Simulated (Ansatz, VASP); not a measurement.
**Au: VASP beside Ansatz**

The input INCAR:

```
PREC = Accurate
ENCUT = 500
EDIFF = 1E-6
ISMEAR = 0
SIGMA = 0.05
LREAL = False
LASPH = True
NELM = 120
ALGO = Normal
ISIF = 2
LWAVE = False
LCHARG = False
GGA = PE
NBANDS = 12
GGA_COMPAT = False
```

The input KPOINTS:

```
Automatic mesh
0
Gamma
  8 8 8
```

File POSCAR:

```
Au
1.0
    0.0000000000      2.0827340721      2.0827340721
    2.0827340721      0.0000000000      2.0827340721
    2.0827340721      2.0827340721      0.0000000000
Au
1
Direct
    0.0000000000      0.0000000000      0.0000000000
```

Input for Ansatz:

```yaml
crystal:
  lattice:
    - [0.0, 2.0827340721, 2.0827340721]
    - [2.0827340721, 0.0, 2.0827340721]
    - [2.0827340721, 2.0827340721, 0.0]
  atoms:
    - { symbol: Au, position: [0.0, 0.0, 0.0] }
basis:
  ecutwfc: 600
  ecutrho_ratio: 5
kpoints:
  mp_grid: { grid: [8, 8, 8] }
hamiltonian:
  xc: pbe
scf:
  occupations: { method: gaussian, width: 0.05 }
output:
  forces: true
  stress: true
  eigenvalues: true
```

Alike in both runs: task single point; functional PBE; k mesh 8 × 8 × 8; occupations gaussian, width 0.05 eV; no spin polarisation.

```csv
,VASP,Ansatz
version,VASP 6.6.1,Ansatz 0.2.0
potentials or method,"VASP PAW PBE potentials, release 64 (Au), cutoff 500 eV","scalar-relativistic, plane waves, PAW"
valence electrons in the cell,11,19
```

|  | VASP | Ansatz | Ansatz less VASP |
| --- | --- | --- | --- |
| gap on the k mesh at the Fermi level (eV) | none | none | - |
| pressure (GPa) | -0.3 | 0.0 | +0.23 |

A gap of «none» marks a metal or a gap that the smearing closes. The functional is the same, so the differences come from potentials, cutoffs and numerics. VASP's potentials hold 11 valence electrons a cell and Ansatz's 19, so a difference there can come from the potentials and not from the codes.

Spin-orbit coupling is off throughout.
